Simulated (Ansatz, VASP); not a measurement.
**BiC2: VASP beside Ansatz**

```xyz
3
Lattice="2.7913 0.0000 0.0000 -1.3957 2.4174 0.0000 0.0000 0.0000 8.8486" Properties=species:S:1:pos:R:3 pbc="T T T"
Bi    0.0000    0.0000    0.0000
C     0.0000    1.6116    4.4243
C     1.3957    0.8058    4.4243
```

Alike in both runs: functional PBE; k mesh 18 × 18 × 6; occupations gaussian, width 0.1 eV; no spin polarisation.

Ansatz relaxed the structure, and its values are those at the end. VASP's run is a single point on that final structure, the one shown.

```csv
,VASP,Ansatz
version,VASP 6.6.1,Ansatz 0.2.0
potentials or method,"VASP PAW PBE potentials, release 64 (Bi_d, C), cutoff 520 eV","scalar-relativistic, plane waves, PAW"
valence electrons in the cell,23,23
```

```tsv
	VASP	Ansatz	Ansatz less VASP
gap on the k mesh at the Fermi level (eV)	none	none	-
pressure (GPa)	0.0	0.0	+0.01
```

A gap of «none» marks a metal or a gap that the smearing closes.

Spin-orbit coupling is off throughout.
